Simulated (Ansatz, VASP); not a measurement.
HfO2 in VASP and in Ansatz

```xyz
6
Lattice="3.6028 0.0000 0.0000 0.0000 3.6028 0.0000 0.0000 0.0000 5.2022" Properties=species:S:1:pos:R:3 pbc="T T T"
Hf    1.8014    1.8014    2.6011
Hf    0.0000    0.0000    0.0000
O     0.0000    1.8014    3.6120
O     1.8014    0.0000    4.1913
O     1.8014    0.0000    1.5902
O     0.0000    1.8014    1.0109
```

Change from the starting cell: biaxial_xy strain +0.7%.

Alike in both runs: task single point; functional r2SCAN; k mesh 8 × 8 × 6; no spin polarisation.

|  | VASP | Ansatz |
| --- | --- | --- |
| version | VASP 6.6.1 | Ansatz 0.2.0 |
| potentials or method | VASP PAW PBE potentials, release 64 (Hf_pv, O) | plane waves, PAW |
| plane-wave cutoff (eV) | 520 | 500 |
| occupations | gaussian, width 0.01 eV | fixed |
| valence electrons in the cell | 44 | 76 |

```tsv
	VASP	Ansatz	Ansatz less VASP
gap on the k mesh at the Fermi level (eV)	5.15	5.19	+0.042
pressure (GPa)	-6.8	-3.3	+3.48
traceless stress, the component that is largest in VASP (GPa)	2.61	2.40	-0.218
rms of the force components (eV/Å)	0.031	0.000	-0.0306
```

VASP's potentials were made for PBE, not for r2SCAN. Atom by atom the forces differ by 0.031 eV/Å (rms over components). VASP's potentials hold 44 valence electrons a cell and Ansatz's 76, so a difference there can come from the potentials and not from the codes.

Neither program's run includes spin-orbit coupling.
